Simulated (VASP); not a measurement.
Wanted: the native input for a VASP 6.6.1 run.

```
Task                   : single point
Functional             : PBE
Potentials or basis    : VASP PAW PBE potentials, release 64 (Mg, O)
Cutoff                 : 520 eV
k mesh                 : 10 × 10 × 10
Occupations            : fermi-dirac, width 0.02 eV
Spin                   : no spin polarisation
Dipole correction      : no
Further INCAR settings : ALGO = Normal; EDIFF = 1e-06; NBANDS = 11
```

The structure of MgO lies in POSCAR:

```
MgO
1.0
   -0.0215822521      2.0805851647      2.0805851647
    2.0805851647     -0.0215822521      2.0805851647
    2.0805851647      2.0805851647     -0.0215822521
Mg O
1 1
Direct
    0.0000000000      0.0000000000      0.0000000000
    0.5000000000      0.5000000000      0.5000000000
```

This cell differs from its parent crystal: strain along [111] -1.5%.

These files were run (other wordings do the same):

INCAR

```
ALGO     = Normal         # electronic algorithm
EDIFF    = 1E-6           # SCF threshold, eV
ENCUT    = 520            # plane-wave cutoff, eV
GGA      = PE             # functional
ISIF     = 2              # what is computed and relaxed
ISMEAR   = -1             # smearing method
LASPH    = True           # aspherical terms in the spheres
LCHARG   = True           # write CHGCAR
LELF     = True           # ELF
LREAL    = False          # projectors in reciprocal space
LVHAR    = True         
LWAVE    = False          # write WAVECAR
NBANDS   = 11             # bands
NELM     = 80             # most SCF steps
PREC     = Accurate       # precision mode
SIGMA    = 0.02           # smearing width, eV
```

KPOINTS

```
k-points
0
Gamma
  10 10 10
```

Potentials or basis: VASP PAW PBE potentials, release 64 (Mg, O).

Launch:

```sh
$ cat potpaw_PBE.64/Mg/POTCAR potpaw_PBE.64/O/POTCAR > POTCAR
$ mpirun -np 1 vasp_std > vasp.out
```

Results of the run:

* Pressure: 7.6 GPa
* Band gap on the k mesh: 4.85 eV, direct

Caveat: the cell differs from its parent crystal (strain along [111] -1.5%).

Wall time 15 s on 1 thread of Intel(R) Xeon(R) Platinum 8259CL CPU @ 2.50GHz (Skylake/Cascade Lake) (shared host), peak memory 0.15 GiB.
